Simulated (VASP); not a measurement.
Set up this calculation in VASP 6.6.1, as the native input.

```
Task                   : single point
Functional             : PBEsol
Dispersion             : D3(BJ)
Potentials or basis    : VASP PAW PBE potentials, release 64 (Sn_d, Se)
Cutoff                 : 520 eV
k mesh                 : 8 × 8 × 6
Occupations            : gaussian, width 0.03 eV
Spin                   : no spin polarisation
Dipole correction      : no
Further INCAR settings : ALGO = Normal; EDIFF = 1e-06; NBANDS = 28
```

The structure of SnSe lies in POSCAR:

```
SnSe
1.0
    4.1533205440      0.0000000000      0.0000000000
    0.0000000000      4.1533205440      0.0000000000
    0.0000000000      0.0000000000      5.0282000000
Sn Se
2 2
Direct
    0.5000000000      0.0000000000      0.2500241371
    0.0000000000      0.5000000000      0.7499758629
    0.5000000000      0.0000000000      0.7499817524
    0.0000000000      0.5000000000      0.2500182476
```

One way to write it, as run:

INCAR

```
PREC = Accurate ; ENCUT = 520
EDIFF = 1E-6 ; ISMEAR = 0
SIGMA = 0.03 ; LREAL = False
LASPH = True ; NELM = 80
ALGO = Normal ; ISIF = 2
LWAVE = False ; LCHARG = False
GGA = PS ; IVDW = 12
NBANDS = 28
```

KPOINTS

```
Automatic mesh
0
Gamma
  8 8 6
```

Potentials or basis: VASP PAW PBE potentials, release 64 (Sn_d, Se).

Launch:

```sh
$ cat potpaw_PBE.64/Sn_d/POTCAR potpaw_PBE.64/Se/POTCAR > POTCAR
$ mpirun -np 1 vasp_std > vasp.out
```

It gave:

* Pressure: 17.8 GPa
* Largest force: 0.004 eV/Å
* Band gap on the k mesh: zero (bands 20 and 21 overlap by 0.68 eV)
* Dispersion energy per atom: -0.417 eV

Caveat: the stress differs along the axes, from 4 to 46 GPa; semilocal functionals underestimate gaps, and a narrow one can read as zero; the PAW data sets were made with another functional, which shifts forces and pressure a little; spin-orbit coupling is left out, which moves the levels of the heavy elements.

Wall time 2.5 min on 1 thread of Intel Xeon 8259CL (shared host), peak memory 0.28 GiB.
